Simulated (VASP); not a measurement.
# CaSe (Fm-3m) in VASP: further runs

The runs below take CaSe through single point, with PBE.

Everything below comes from runs of VASP 6.6.1. Logs are shortened: lines on timing, memory, paths and dates and some standing lists are left out, and cuts for length are marked.

**1. The cell of the first run**

It takes space group Fm-3m (No. 225, cubic). Conventional cell: a = 5.912 Å, b = 5.912 Å, c = 5.912 Å, α = 90.00°, β = 90.00°, γ = 90.00°. Within 3.9 Å of Ca (site symmetry m-3m) lie 6 Se at 2.96 Å. Within 3.9 Å of Se (site symmetry m-3m) lie 6 Ca at 2.96 Å.

**2. Single point, PBE**

Input file INCAR:

```
PREC     = Accurate       # precision mode
ENCUT    = 500            # plane-wave cutoff, eV
EDIFF    = 1E-6           # SCF threshold, eV
ISMEAR   = -1             # smearing method
SIGMA    = 0.15           # smearing width, eV
LREAL    = F              # projectors in reciprocal space
LASPH    = T              # aspherical terms in the spheres
NELM     = 120            # most SCF steps
ALGO     = Normal         # electronic algorithm
ISIF     = 2              # what is computed and relaxed
LWAVE    = F              # write WAVECAR
LCHARG   = F              # write CHGCAR
GGA      = PE             # functional
NBANDS   = 15             # bands
GGA_COMPAT= F
```

Input file KPOINTS:

```
Automatic mesh
0
Gamma
  7 7 7
```

Input file POSCAR:

```
CaSe
1.0
    0.0000000000      2.9560000000      2.9560000000
    2.9560000000      0.0000000000      2.9560000000
    2.9560000000      2.9560000000      0.0000000000
Ca Se
1 1
Direct
    0.0000000000      0.0000000000      0.0000000000
    0.5000000000      0.5000000000      0.5000000000
```

Potentials or basis: VASP PAW PBE potentials, release 64 (Ca_sv, Se).

Launch:

```bash
$ cat potpaw_PBE.64/Ca_sv/POTCAR potpaw_PBE.64/Se/POTCAR > POTCAR
$ mpirun -np 1 vasp_std > vasp.out
```

OUTCAR:

```text
PREC = Accurate
   ENCUT = 500
   EDIFF = 1E-6
   ISMEAR = -1
   LREAL = F
   LASPH = T
   NELM = 120
   ISIF = 2
   GGA = PE

 ion  position               nearest neighbor table
   1  0.000  0.000  0.000-   2 2.96   2 2.96   2 2.96   2 2.96   2 2.96   2 2.96
   2  0.500  0.500  0.500-   1 2.96   1 2.96   1 2.96   1 2.96   1 2.96   1 2.96

  LATTYP: Found a face centered cubic cell.
 ALAT       =     5.9120000000

  Lattice vectors:

 A1 = (   0.0000000000,   2.9560000000,   2.9560000000)
 A2 = (   2.9560000000,   0.0000000000,   2.9560000000)
 A3 = (   2.9560000000,   2.9560000000,   0.0000000000)

Analysis of symmetry for initial positions (statically):
=====================================================================
 Subroutine PRICEL returns:
 Original cell was already a primitive cell.

 Routine SETGRP: Setting up the symmetry group for a
 face centered cubic supercell.

 Subroutine GETGRP returns: Found 48 space group operations
 (whereof 48 operations were pure point group operations)
 out of a pool of 48 trial point group operations.

The static configuration has the point symmetry O_h .

Analysis of symmetry for dynamics (positions and initial velocities):
=====================================================================
 Subroutine PRICEL returns:
 Original cell was already a primitive cell.

 Routine SETGRP: Setting up the symmetry group for a
 face centered cubic supercell.

 Subroutine GETGRP returns: Found 48 space group operations
 (whereof 48 operations were pure point group operations)
 out of a pool of 48 trial point group operations.

The dynamic configuration has the point symmetry O_h .

 Subroutine INISYM returns: Found 48 space group operations
 (whereof 48 operations are pure point group operations),
 and found     1 'primitive' translations

----------------------------------------------------------------------------------------

                                     Primitive cell

  volume of cell :      51.6587

  direct lattice vectors                    reciprocal lattice vectors
     0.000000000  2.956000000  2.956000000    -0.169147497  0.169147497  0.169147497
     2.956000000  0.000000000  2.956000000     0.169147497 -0.169147497  0.169147497
     2.956000000  2.956000000  0.000000000     0.169147497  0.169147497 -0.169147497

  length of vectors
     4.180415290  4.180415290  4.180415290     0.292972058  0.292972058  0.292972058

  position of ions in fractional coordinates (direct lattice)
     0.000000000  0.000000000  0.000000000
     0.500000000  0.500000000  0.500000000

  ion indices of the primitive-cell ions
   primitive index   ion index
                 1           1
                 2           2

----------------------------------------------------------------------------------------

 KPOINTS: Automatic mesh

Automatic generation of k-mesh.
 Grid dimensions read from file:
 generate k-points for:    7    7    7

 Generating k-lattice:

  Cartesian coordinates                     Fractional coordinates (reciprocal lattice)
    -0.024163928  0.024163928  0.024163928     0.142857143  0.000000000  0.000000000
     0.024163928 -0.024163928  0.024163928     0.000000000  0.142857143  0.000000000
     0.024163928  0.024163928 -0.024163928     0.000000000  0.000000000  0.142857143

  Length of vectors
     0.041853151  0.041853151  0.041853151

  Shift w.r.t. Gamma in fractional coordinates (k-lattice)
     0.000000000  0.000000000  0.000000000

 Subroutine IBZKPT returns following result:
 ===========================================

 Found     20 irreducible k-points:

 Following reciprocal coordinates:
            Coordinates               Weight
  0.000000  0.000000  0.000000      1.000000
  0.142857  0.000000  0.000000      8.000000
  0.285714  0.000000  0.000000      8.000000
  0.428571  0.000000  0.000000      8.000000
  0.142857  0.142857  0.000000      6.000000
  0.285714  0.142857  0.000000     24.000000
[... 12 lines left out ...]
 -0.428571  0.428571  0.142857     24.000000
 -0.285714  0.428571  0.142857     24.000000
   k-points           NKPTS =     20   k-points in BZ     NKDIM =     20   number of bands    NBANDS=     15
   number of dos      NEDOS =    301   number of ions     NIONS =      2
   total plane-waves  NPLWV =  27000
   dimension x,y,z NGX =    30 NGY =   30 NGZ =   30
   dimension x,y,z NGXF=    60 NGYF=   60 NGZF=   60
   ions per type =               1   1
   NGX,Y,Z   is equivalent  to a cutoff of  11.93, 11.93, 11.93 a.u.
   NGXF,Y,Z  is equivalent  to a cutoff of  23.86, 23.86, 23.86 a.u.
 SYSTEM =  unknown system
   PREC   = accura    normal or accurate (medium, high low for compatibility)
   ISTART =      0    job   : 0-new  1-cont  2-samecut
   ICHARG =      2    charge: 1-file 2-atom 10-const
   ISPIN  =      1    spin polarized calculation?
   LNONCOLLINEAR =      F non collinear calculations
   LSORBIT =      F    spin-orbit coupling
   LASPH  =      T    aspherical Exc in radial PAW
   ENCUT  =  500.0 eV  36.75 Ry    6.06 a.u.   7.62  7.62  7.62*2*pi/ulx,y,z
   NELM   =    120;   NELMIN=  2; NELMDL= -5     # of ELM steps
   EDIFF  = 0.1E-05   stopping-criterion for ELM
   LREAL  =      F    real-space projection
   EDIFFG = 0.1E-04   stopping-criterion for IOM
   NSW    =      0    number of steps for IOM
   IBRION =     -1    ionic relax: 0-MD 1-quasi-New 2-CG
   NFREE  =      0    steps in history (QN), initial steepest desc. (CG)
   ISIF   =      2    stress and relaxation
   ISYM   =      2    0-nonsym 1-usesym 2-fastsym
   POTIM  = 0.5000    time-step for ionic-motion
   TEBEG  =    0.0;   TEEND  =   0.0 temperature during run
   PSTRESS=    0.0 pullay stress
   NELECT =      16.0000    total number of electrons
   NUPDOWN=      -1.0000    fix difference up-down
   EMIN   =  10.00;   EMAX   =-10.00  energy-range for DOS
   EFERMI =   0.00;   METHOD = LEGACY
   ISMEAR =    -1;   SIGMA  =   0.15  broadening in eV -4-tet -1-fermi 0-gaus
   EFERMI_NEDOS =   21; number of points for ismear=-14 and -15
   IALGO  =     38    algorithm
   IMIX   =      4    mixing-type and parameters
     AMIX     =   0.40;   BMIX     =  1.00
     AMIX_MAG =   1.60;   BMIX_MAG =  1.00
  volume/ion in A,a.u.               =      25.83       174.30
  Fermi-wavevector in a.u.,A,eV,Ry     =   1.107645  2.093145 16.692666  1.226876
  Thomas-Fermi vector in A             =   2.244161
   LORBIT       =      0    0 simple, 1 ext, 2 COOP (PROOUT), +10 PAW based schemes
   GGA     = PE    functional components
   LHFCALC =     F    Hartree Fock is set to
   AEXX    =    0.0000 exact exchange contribution
   IVDW    =     0    specifies the selected vdW correction
   LEPSILON=     F    determine dielectric tensor
   LRPA    =     F    only Hartree local field effects (RPA)
 non-spin polarized calculation
  energy-cutoff  :      500.00
  volume of cell :       51.66
 maximum number of plane-waves:      1363
   NGX = 15   NGY = 15   NGZ = 15

 number of electron      15.9999998 magnetization

 Free energy of the ion-electron system (eV)
  ---------------------------------------------------
  ext. energy  EPLUGINS =         0.00000000
  ---------------------------------------------------
  free energy    TOTEN  =        -9.47964558 eV

  energy without entropy =       -9.47952817  energy(sigma->0) =       -9.47958688

 E-fermi :   3.5069     XC(G=0):  -9.1622

 val. band max:        2.4583550258   @ k =   0.0000   0.0000   0.0000
 cond. band min:       4.5393542594   @ k =   0.4286   0.4286   0.0000
 fundamental gap:      2.0809992336
 Fermi energy:         3.5068669632

 k-point     1 :       0.0000    0.0000    0.0000
  band No.  band energies     occupation
      1     -37.2861      2.00000
      2     -18.2803      2.00000
      3     -18.2803      2.00000
      4     -18.2803      2.00000
      5      -9.3462      2.00000
      6       2.4584      1.99816
      7       2.4584      1.99816
      8       2.4584      1.99816
      9       5.8087      0.00000
     10       6.1638      0.00000
     11       6.1638      0.00000
     12       6.1638      0.00000
     13       6.7343      0.00000
     14       6.7343      0.00000
     15      12.1746      0.00000

 k-point     2 :       0.1429    0.0000    0.0000
  band No.  band energies     occupation
      1     -37.2848      2.00000
      2     -18.3025      2.00000
      3     -18.2818      2.00000
      4     -18.2818      2.00000
      5      -9.2258      2.00000
      6       1.5133      2.00000
      7       2.1553      1.99976
      8       2.1553      1.99976
      9       6.0784      0.00000
     10       6.4346      0.00000
     11       6.4346      0.00000
     12       6.9918      0.00000
     13       7.2588      0.00000
     14       7.2588      0.00000
     15      12.3328      0.00000

 k-point     3 :       0.2857    0.0000    0.0000
  band No.  band energies     occupation
      1     -37.2819      2.00000
      2     -18.3516      2.00000
      3     -18.2851      2.00000
      4     -18.2851      2.00000
      5      -8.9378      2.00000
      6       0.1369      2.00000
      7       1.6320      1.99999
      8       1.6320      1.99999
      9       6.2621      0.00000
     10       7.0821      0.00000
     11       7.0821      0.00000
     12       8.4593      0.00000
     13       8.4622      0.00000
     14       8.4622      0.00000
     15      11.7965      0.00000
[... 271 lines left out ...]
 k-point    19 :      -0.4286    0.4286    0.1429
  band No.  band energies     occupation
      1     -37.2774      2.00000
      2     -18.3558      2.00000
      3     -18.3211      2.00000
      4     -18.3130      2.00000
      5      -8.7181      2.00000
      6       0.0283      2.00000
      7       1.0374      2.00000
      8       1.1195      2.00000
      9       5.5338      0.00000
     10       7.6219      0.00000
     11       7.9951      0.00000
     12       8.4756      0.00000
     13       8.5228      0.00000
     14       8.9914      0.00000
     15      11.7138      0.00000

 k-point    20 :      -0.2857    0.4286    0.1429
  band No.  band energies     occupation
      1     -37.2772      2.00000
      2     -18.3429      2.00000
      3     -18.3418      2.00000
      4     -18.3103      2.00000
      5      -8.6737      2.00000
      6       0.3144      2.00000
      7       0.3700      2.00000
      8       1.0572      2.00000
      9       6.4361      0.00000
     10       7.3363      0.00000
     11       7.9085      0.00000
     12       8.2892      0.00000
     13       8.4400      0.00000
     14      10.3478      0.00000
     15      11.6227      0.00000

------------------------ aborting loop because EDIFF is reached ----------------------------------------

  FORCE on cell =-STRESS in cart. coord.  units (eV):
  Direction    XX          YY          ZZ          XY          YZ          ZX
  --------------------------------------------------------------------------------------
  -------------------------------------------------------------------------------------
  Total        0.4338684      0.4338684      0.4338684      0.0000000     -0.0000000      0.0000000
  in kB       13.4562882     13.4562882     13.4562882      0.0000000     -0.0000000      0.0000000
  external PRESSURE =      13.4562882 kB  Pullay stress =       0.0000000 kB

 VOLUME and BASIS-vectors are now :
 -----------------------------------------------------------------------------
  energy-cutoff  :      500.00
  volume of cell :       51.66
      direct lattice vectors                 reciprocal lattice vectors
     0.000000000  2.956000000  2.956000000    -0.169147497  0.169147497  0.169147497
     2.956000000  0.000000000  2.956000000     0.169147497 -0.169147497  0.169147497
     2.956000000  2.956000000  0.000000000     0.169147497  0.169147497 -0.169147497

 POSITION                                       TOTAL-FORCE (eV/Angst)
 -----------------------------------------------------------------------------------
      0.00000      0.00000      0.00000         0.000000      0.000000      0.000000
      2.95600      2.95600      2.95600        -0.000000     -0.000000     -0.000000
 -----------------------------------------------------------------------------------
    total drift:                               -0.000000      0.000000      0.000000

  FREE ENERGIE OF THE ION-ELECTRON SYSTEM (eV)
  ---------------------------------------------------
  free  energy   TOTEN  =        -9.4796455792 eV

  energy  without entropy=       -9.4795281749  energy(sigma->0) =       -9.47958688
```

Wall time 25 s (1 thread of Intel Xeon 8259CL, shared host); peak memory 0.17 GiB.

Results:

```
Free energy            : -9.4796 eV
Pressure               : 1.3 GPa
Band gap on the k mesh : 2.08 eV (least direct gap 2.99 eV)
```

Caveat: an odd mesh through Γ misses points on the zone boundary, where band edges can lie.

**3. Single point, PBE**

INCAR, as its differences from that of step 2:

```diff
@@ -3,4 +3,4 @@
 EDIFF    = 1E-6           # SCF threshold, eV
-ISMEAR   = -1             # smearing method
-SIGMA    = 0.15           # smearing width, eV
+ISMEAR   = 0              # smearing method
+SIGMA    = 0.2            # smearing width, eV
 LREAL    = F              # projectors in reciprocal space
```

KPOINTS is that of step 2.

POSCAR is that of step 2.

Potentials or basis: VASP PAW PBE potentials, release 64 (Ca_sv, Se).

Launch:

```bash
$ cat potpaw_PBE.64/Ca_sv/POTCAR potpaw_PBE.64/Se/POTCAR > POTCAR
$ mpirun -np 1 vasp_std > vasp.out
```

OUTCAR:

```text
PREC = Accurate
   ENCUT = 500
   EDIFF = 1E-6
   ISMEAR = 0
   LREAL = F
   LASPH = T
   NELM = 120
   ISIF = 2
   GGA = PE

 ion  position               nearest neighbor table
   1  0.000  0.000  0.000-   2 2.96   2 2.96   2 2.96   2 2.96   2 2.96   2 2.96
   2  0.500  0.500  0.500-   1 2.96   1 2.96   1 2.96   1 2.96   1 2.96   1 2.96

  LATTYP: Found a face centered cubic cell.
 ALAT       =     5.9120000000

  Lattice vectors:
[... 538 lines left out ...]
     14      10.3478      0.00000
     15      11.6227      0.00000

------------------------ aborting loop because EDIFF is reached ----------------------------------------

  FORCE on cell =-STRESS in cart. coord.  units (eV):
  Direction    XX          YY          ZZ          XY          YZ          ZX
  --------------------------------------------------------------------------------------
  -------------------------------------------------------------------------------------
  Total        0.4339447      0.4339447      0.4339447      0.0000000      0.0000000      0.0000000
  in kB       13.4586567     13.4586567     13.4586567      0.0000000      0.0000000      0.0000000
  external PRESSURE =      13.4586567 kB  Pullay stress =       0.0000000 kB

 VOLUME and BASIS-vectors are now :
 -----------------------------------------------------------------------------
  energy-cutoff  :      500.00
  volume of cell :       51.66
      direct lattice vectors                 reciprocal lattice vectors
     0.000000000  2.956000000  2.956000000    -0.169147497  0.169147497  0.169147497
     2.956000000  0.000000000  2.956000000     0.169147497 -0.169147497  0.169147497
     2.956000000  2.956000000  0.000000000     0.169147497  0.169147497 -0.169147497

 POSITION                                       TOTAL-FORCE (eV/Angst)
 -----------------------------------------------------------------------------------
      0.00000      0.00000      0.00000        -0.000000     -0.000000      0.000000
      2.95600      2.95600      2.95600         0.000000      0.000000     -0.000000
 -----------------------------------------------------------------------------------
    total drift:                               -0.000000      0.000000      0.000000

  FREE ENERGIE OF THE ION-ELECTRON SYSTEM (eV)
  ---------------------------------------------------
  free  energy   TOTEN  =        -9.4796326679 eV

  energy  without entropy=       -9.4796326679  energy(sigma->0) =       -9.47963267
```

It took 28 s on 1 thread of Intel Xeon 8259CL, shared host; peak memory 0.17 GiB.

Results:

```yaml
Free_energy: -9.4796 eV
Pressure: 1.3 GPa
Band_gap_on_the_k_mesh: 2.08 eV (least direct gap 2.99 eV)
```

Levels at points of the mesh, in eV from the valence-band top:
| k point | band 5 | band 6 | band 7 | band 8 | band 9 | band 10 | band 11 | band 12 |
| --- | --- | --- | --- | --- | --- | --- | --- | --- |
| (0.00, 0.00, 0.00) | -11.80 | 0.00 | 0.00 | 0.00 | 3.35 | 3.71 | 3.71 | 3.71 |

Caveat: an odd mesh through Γ misses points on the zone boundary, where band edges can lie.

**4. Single point, PBE**

Input file INCAR:

```
ALGO = Normal ; EDIFF = 1E-6
ENCUT = 500 ; GGA = PE
GGA_COMPAT = F ; ISIF = 2
ISMEAR = 1 ; LASPH = T
LCHARG = F ; LREAL = F
LWAVE = F ; NBANDS = 15
NELM = 120 ; PREC = Accurate
SIGMA = 0.2
```

Input file KPOINTS:

```
k-points
0
Gamma
  7 7 7
```

POSCAR is that of step 3.

Launch:

```bash
$ cat potpaw_PBE.64/Ca_sv/POTCAR potpaw_PBE.64/Se/POTCAR > POTCAR
$ mpirun -np 1 vasp_std > vasp.out
```

Wall time 33 s (1 thread of Intel Xeon 8259CL, shared host); peak memory 0.17 GiB.

The run converged. Its results:

| Quantity | Value |
| --- | --- |
| Free energy | -9.4795 eV |
| Pressure | 1.3 GPa |
| Band gap on the k mesh | 2.08 eV (least direct gap 2.99 eV) |

Levels at points of the mesh, in eV from the valence-band top:
| k point | band 6 | band 7 | band 8 | band 9 | band 10 | band 11 |
| --- | --- | --- | --- | --- | --- | --- |
| (0.00, 0.00, 0.00) | 0.00 | 0.00 | 0.00 | 3.35 | 3.71 | 3.71 |

Caveat: an odd mesh through Γ misses points on the zone boundary, where band edges can lie. As with any semilocal functional, this PBE gap is likely too small.

**5. The runs side by side**

```csv
smearing,gap on the mesh (eV),pressure (GPa)
fermi-dirac 0.15 eV,2.08,1.3
gaussian 0.2 eV,2.08,1.3
methfessel-paxton 0.2 eV,2.08,1.3
```

Alike in all rows: task single point; level PBE; potentials or basis VASP PAW PBE potentials, release 64 (Ca_sv, Se); no spin polarisation; cell as given; k mesh 7 × 7 × 7; cutoff (eV) 500.

Caveats: an odd mesh through Γ misses points on the zone boundary, where band edges can lie.

Total energies depend on the potentials used, so only differences within one code and one set of settings carry meaning.
